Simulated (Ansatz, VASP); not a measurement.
# One calculation of C, two programs

Contents of INCAR:

```
  ALGO = Normal
  EDIFF = 1E-6
  ENCUT = 600
  GGA = PE
  GGA_COMPAT = False
  ISIF = 2
  ISMEAR = -1
  LASPH = True
  LCHARG = False
  LREAL = False
  LWAVE = False
  NBANDS = 23
  NELM = 120
  PREC = Accurate
  SIGMA = 0.01
```

The input KPOINTS:

```
k-points
0
Gamma
  1 1 1
```

File POSCAR:

```
C
1.0
    3.5700000000      0.0000000000      0.0000000000
    0.0000000000      3.5700000000      0.0000000000
    0.0000000000      0.0000000000      3.5700000000
C
7
Direct
    0.0003300000      0.4977400000      0.5024100000
    0.5025000000     -0.0010500000      0.4980600000
    0.4993400000      0.5014900000      0.0000000000
    0.2481400000      0.2504900000      0.2536500000
    0.2517300000      0.7479400000      0.7494300000
    0.7476200000      0.2492000000      0.7515200000
    0.7507700000      0.7507500000      0.2478200000
```

Input for Ansatz:

```yaml
crystal:
  lattice:
    - [3.57, 0, 0]
    - [0, 3.57, 0]
    - [0, 0, 3.57]
  atoms:
    - { symbol: C, position: [0.00033, 0.49774, 0.50241] }
    - { symbol: C, position: [0.5025, -0.00105, 0.49806] }
    - { symbol: C, position: [0.49934, 0.50149, 0] }
    - { symbol: C, position: [0.24814, 0.25049, 0.25365] }
    - { symbol: C, position: [0.25173, 0.74794, 0.74943] }
    - { symbol: C, position: [0.74762, 0.2492, 0.75152] }
    - { symbol: C, position: [0.75077, 0.75075, 0.24782] }
kpoints:
  mp_grid: { grid: [1, 1, 1], shift: [0, 0, 0] }
hamiltonian:
  xc: pbe
  pseudopotentials: { kind: nc }
scf:
  occupations: { method: fermi_dirac, width: "0.01 eV" }
```

Alike in both runs: task single point; functional PBE; k mesh 1 × 1 × 1; no spin polarisation.

|  | VASP | Ansatz |
| --- | --- | --- |
| version | VASP 6.6.1 | Ansatz development build ahead of 0.2.0 |
| potentials or method | VASP PAW PBE potentials, release 64 (C) | norm-conserving potentials, plane waves, scalar-relativistic |
| plane-wave cutoff (eV) | 600 | 1116 |
| occupations | fermi-dirac, width 0.01 eV | fermi-dirac |

```tsv
	VASP	Ansatz	Ansatz less VASP
gap on the k mesh at the Fermi level (eV)	6.63	6.63	+0.006
least direct gap on the mesh (eV)	6.63	6.63	+0.006
```

The k mesh is coarse, so the values compare programs but aren't converged.
